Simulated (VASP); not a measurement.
Runs of VASP 6.6.1 on GaGe3. The structure is that of space group Fm-3m (No. 225), or close to it. The cells are those of the table. 

| task | level | spin | cell | k mesh | cutoff (eV) | gap on the mesh (eV) | pressure (GPa) |
| --- | --- | --- | --- | --- | --- | --- | --- |
| single point | PBE | off | a = 4.790 Å, angles 60.0°, 4 atoms | 4 × 4 × 4 | 520 | none | (a) |
| relaxation of cell and atoms | PBEsol | off | relaxed from a = 4.790 Å, angles 60.0°, 4 atoms | 7 × 7 × 7 | 600 | none | 0.0 |
| single point | PBEsol | off | a = 4.530 Å, angles 60.0°, 4 atoms | 7 × 7 × 7 | 520 | none | 10.1 |
| single point | PBEsol | non-collinear, zero start, SOC | a = 4.790 Å, angles 60.0°, 4 atoms | 7 × 7 × 7 | 520 | - | -3.9 |
| relaxation of cell and atoms | PBEsol | off | relaxed to 5 GPa from a = 4.790 Å, angles 60.0°, 4 atoms | 7 × 7 × 7 | 600 | none | 5.0 |

Alike in all rows: potentials or basis VASP PAW PBE potentials, release 64 (Ge_d, Ga_d); smearing fermi-dirac 0.05 eV.

Task: Estimate the missing entries.

Result: (a) 0.4.

Caveats: some runs use coarse meshes; the PAW data sets were made with another functional, which shifts forces and pressure a little (at least some runs); the cell stands under pressure (at least some runs); the cell stands under tension (at least some runs); the cell is relaxed towards a set pressure, so the run minimises the enthalpy, not the energy (at least some runs).

A k mesh can miss the band edges, and rows without SOC leave out spin-orbit coupling on Ga, Ge.

A gap of «none» marks levels without a gap at the run's occupations.
